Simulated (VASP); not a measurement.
Here is a VASP 6.6.1 calculation.

Contents of POSCAR:

```
Ir
1.0
    0.0000000000      1.8717075000      2.0156850000
    1.8717075000      0.0000000000      2.0156850000
    1.8717075000      1.8717075000      0.0000000000
Ir
1
Direct
    0.0000000000      0.0000000000      0.0000000000
```

Contents of INCAR.step1:

```
ALGO = Normal
EDIFF = 1E-4
ENCUT = 520
GGA = PE
ISMEAR = 0
LASPH = True
LCHARG = False
LREAL = False
LWAVE = True
NBANDS = 10
NELM = 80
PREC = Accurate
SIGMA = 0.15
```

The input INCAR.step2:

```
ALGO = Normal
EDIFF = 1E-6
ENCUT = 520
ISIF = 2
ISMEAR = 0
ISTART = 1
LASPH = True
LCHARG = True
LELF = True
LMIXTAU = True
LREAL = False
LVHAR = True
LWAVE = False
METAGGA = R2SCAN
NBANDS = 10
NELM = 80
PREC = Accurate
SIGMA = 0.15
```

File KPOINTS:

```
k-points
0
Gamma
  22 22 22
```

Potentials or basis: VASP PAW PBE potentials, release 64 (Ir).

Launch:

```bash
$ cat potpaw_PBE.64/Ir/POTCAR > POTCAR
$ cp INCAR.step1 INCAR
$ mpirun -np 1 vasp_std > vasp.out
$ cp INCAR.step2 INCAR
$ mpirun -np 1 vasp_std > vasp.out
```

Problem. What does it give for the band gap on the k mesh?

Solution. Zero (an odd number of electrons rules out a gap without spin polarisation).

Problem. Estimate the pressure.

Solution. 6.2 GPa.

Stress tensor (GPa, compression positive):
```
 16.02   0.00   0.00
  0.00  16.02   0.00
  0.00   0.00 -13.32
```

Caveat: the cell differs from its parent crystal (strain -0.025 along x and y, +0.050 along z); the cell stands under pressure; the PAW data sets were made with another functional, which shifts forces and pressure a little; spin-orbit coupling is left out, which moves the levels of the heavy elements.
